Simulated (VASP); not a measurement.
# TiS2 (P-3m1) in VASP: notebook, part 2 of 2

VASP 6.6.1. Earlier steps stand in the parts before.

## 5. Overview

```tsv
U	gap on the mesh (eV)	pressure (GPa)	largest force (eV/Å)
Ti d U = 2.0 eV	0.12	-0.9	0.02
Ti d U = 4.0 eV	0.35	1.0	0.11
Ti d U = 6.0 eV	0.63	2.8	0.26
```

Alike in all rows: task single point; level PBE+D3(BJ)+U; potentials or basis VASP PAW PBE potentials, release 64 (Ti_sv, S); no spin polarisation; cell as given; k mesh 7 × 7 × 4; cutoff (eV) 500; smearing gaussian 0.01 eV.

On the cell as given the gap runs from 0.12 eV (PBE+D3(BJ)+U) to 0.63 eV (PBE+D3(BJ)+U).

Absolute energies hang on the potentials; compare differences alone.
